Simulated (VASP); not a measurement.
# Al35CdN35 (a cell with a defect) in VASP: notebook, part 3 of 3

VASP 6.6.1.

### Step 5. Single point, PBE

INCAR reads:

```
PREC = Accurate
ENCUT = 520
EDIFF = 1E-7
ISMEAR = -1
SIGMA = 0.01
LREAL = Auto
LASPH = True
NELM = 80
ALGO = Normal
ISIF = 2
LWAVE = False
LCHARG = True
GGA = PE
LELF = True
LVHAR = True
NELECT = 290.0
NBANDS = 187
```

KPOINTS reads:

```
Automatic mesh
0
Gamma
  1 1 1
  0.25 0.25 0.25
```

POSCAR reads:

```
Al35CdN35
1.0
    9.3892708692      0.0000000866      0.0000000000
   -4.6946355096      8.1313470524      0.0000000000
    0.0000000000      0.0000000000     10.0348065929
Al N Cd
35 35 1
Direct
    0.2250902010      0.1117013065      0.2479136294
    0.0919919469      0.1805356224      0.5149705785
    0.2261282187      0.1095100156      0.7520925689
    0.1054152881      0.2101954229      0.9971837023
    0.2256593553      0.4457905011      0.1814725579
    0.0926118289      0.5773034611      0.5147531097
    0.2191978186      0.4425645806      0.7621306671
    0.1055210276      0.5612697391      0.9971910255
    0.2250126167      0.7794526085      0.2478765043
    0.1108120929      0.8884533179      0.4986100098
    0.2261156284      0.7827013104      0.7519648275
    0.1108824827      0.8884812088      1.0009211711
    0.5563619191      0.1112538582      0.2496938994
    0.4484030649      0.2211598135      0.5002969248
    0.5559634979      0.1109994516      0.7500069744
    0.4459916012      0.2208721851      1.0000385774
    0.5584598505      0.4423205833      0.2452980693
    0.5564111052      0.4416467368      0.7528015653
    0.4564034146      0.5612251488      0.9909534036
    0.5584264728      0.7822388150      0.2448163485
    0.4482479814      0.8937612617      0.5002878376
    0.5563553673      0.7806659525      0.7528815864
    0.4459369757      0.8913119214      0.9999644273
    0.8899439229      0.1116121788      0.2487059848
    0.7768719250      0.2214380339      0.5005029754
    0.8829997669      0.1078510347      0.7517908272
    0.7770010048      0.2214718994      1.0008892029
    0.8900148981      0.4442236258      0.2488178332
    0.7747993945      0.5544326878      0.4983616641
    0.8830967688      0.4408709625      0.7517297349
    0.7797687183      0.5564863499      1.0004532469
    0.8898318469      0.7777945299      0.2485596764
    0.7746899095      0.8858025662      0.4983949481
    0.8882840474      0.7769771959      0.7493676267
    0.7797475583      0.8890620214      1.0004187490
    0.2244807720      0.1120281766      0.4398702634
    0.1115468131      0.2194352010      0.1895445331
    0.2231006784      0.1097237963      0.9399009355
    0.1114259267      0.2228040968      0.6952769883
    0.1116619725      0.5577182743      0.1894785135
    0.2194152503      0.4429812123      0.9585116186
    0.1115633955      0.5541628939      0.6950238418
    0.2243840351      0.7791308529      0.4398629072
    0.1126513163      0.8891102171      0.1913660222
    0.2230947386      0.7799285868      0.9397847092
    0.1114243482      0.8884690174      0.6883644580
    0.5570819265      0.1119243007      0.4399619462
    0.4445566423      0.2202087050      0.1884323762
    0.5566952974      0.1116649108      0.9393642629
    0.4450365389      0.2215695071      0.6901032925
    0.5635147733      0.4312362695      0.4309630039
    0.4515630278      0.5586099776      0.1862098457
    0.5591562922      0.4425157159      0.9417847069
    0.4393407864      0.5522969339      0.7182257880
    0.5636445840      0.7995885184      0.4304406996
    0.4445049140      0.8899843468      0.1883663523
    0.5591375200      0.7832308779      0.9419006728
    0.4450636232      0.8889516204      0.6901024333
    0.8922207751      0.1143080427      0.4402292100
    0.7797237096      0.2225691214      0.1912281591
    0.8873437119      0.1102471444      0.9398138977
    0.7779523882      0.2215754706      0.6898468586
    0.8924333769      0.4440755204      0.4402017617
    0.7819301847      0.5564783466      0.1894085397
    0.8874428375      0.4434044146      0.9397341044
    0.7775465438      0.5547658355      0.6884988485
    0.8892887587      0.7777624438      0.4400355675
    0.7819354702      0.8908512763      0.1893033337
    0.8897645564      0.7780496551      0.9394030953
    0.7774032553      0.8879273106      0.6885679391
    0.4366608716      0.5518828499      0.5013649145
```

Launch:

```bash
$ cat potpaw_PBE.64/Al/POTCAR potpaw_PBE.64/N/POTCAR potpaw_PBE.64/Cd/POTCAR > POTCAR
$ mpirun -np 1 vasp_std > vasp.out
```

It took 43 min on 1 thread of Intel Xeon Platinum 8259CL at 2.50GHz (Skylake/Cascade Lake), shared host; peak memory 1.1 GiB.

The run converged. Its results:

- Free energy: -531.9879 eV
- Largest force: 0.182 eV/Å

Forces on the atoms (eV/Å):
```
Al   0.021 -0.021 -0.007
Al  -0.015  0.021  0.013
Al   0.027 -0.016 -0.003
Al  -0.031  0.017  0.000
Al   0.040 -0.020 -0.008
Al  -0.031  0.022 -0.006
Al   0.033 -0.007  0.004
Al  -0.026  0.021 -0.012
Al   0.035 -0.009 -0.012
Al  -0.031  0.005  0.002
Al   0.036 -0.015  0.005
Al  -0.021  0.010  0.007
Al   0.029 -0.025  0.008
Al  -0.024  0.011 -0.002
Al   0.027 -0.018  0.001
Al  -0.028  0.016 -0.002
Al   0.019 -0.013 -0.008
Al   0.026 -0.012  0.002
Al  -0.037  0.017  0.011
Al   0.025 -0.009  0.024
Al   0.009 -0.002 -0.009
Al   0.023 -0.036  0.008
Al  -0.022  0.006  0.006
Al   0.023 -0.021  0.021
Al  -0.010 -0.016  0.001
Al   0.020 -0.008  0.009
Al  -0.020  0.007 -0.001
Al   0.025 -0.019 -0.007
Al  -0.031  0.029  0.002
Al   0.026 -0.016 -0.002
Al  -0.032  0.013 -0.003
Al   0.016 -0.003 -0.004
Al  -0.063  0.018 -0.008
Al   0.019 -0.017  0.000
Al  -0.031  0.019  0.001
N    0.036 -0.030  0.002
N   -0.025  0.029 -0.007
N    0.045 -0.023 -0.001
N   -0.034  0.004 -0.016
N   -0.050  0.028  0.034
N    0.037 -0.026 -0.012
N   -0.034  0.010  0.000
N    0.035 -0.035  0.002
N   -0.036  0.025 -0.008
N    0.032 -0.025  0.005
N   -0.038  0.027 -0.011
N    0.036  0.002 -0.013
N   -0.037  0.027  0.000
N    0.034 -0.020 -0.002
N   -0.041  0.023  0.005
N    0.133 -0.114 -0.048
N   -0.032  0.002 -0.017
N    0.057 -0.031  0.007
N   -0.050  0.036  0.096
N    0.017  0.091 -0.015
N   -0.048  0.025 -0.014
N    0.036 -0.020 -0.010
N   -0.042  0.020  0.000
N    0.022  0.004 -0.007
N   -0.039  0.029  0.002
N    0.037 -0.013 -0.006
N   -0.043  0.030 -0.003
N    0.038 -0.003  0.002
N   -0.033  0.016  0.005
N    0.035 -0.007  0.002
N   -0.039  0.020  0.000
N    0.054 -0.015  0.007
N   -0.026  0.016  0.005
N    0.046 -0.020 -0.001
N   -0.029  0.014 -0.008
Cd  -0.079 -0.025 -0.004
```

Levels at points of the mesh, in eV from the Fermi level:
| k point | band 141 | band 142 | band 143 | band 144 | band 145 | band 146 | band 147 | band 148 | band 149 | band 150 |
| --- | --- | --- | --- | --- | --- | --- | --- | --- | --- | --- |
| (0.25, 0.25, 0.25) | -0.85 | -0.77 | -0.72 | -0.42 | -0.30 | 1.11 | 4.04 | 4.25 | 4.38 | 4.50 |

Caveat: the cell carries a net charge on a neutralising background, which shifts energy and pressure; the cell is charged against a uniform background, so pressure and absolute levels hang on convention.
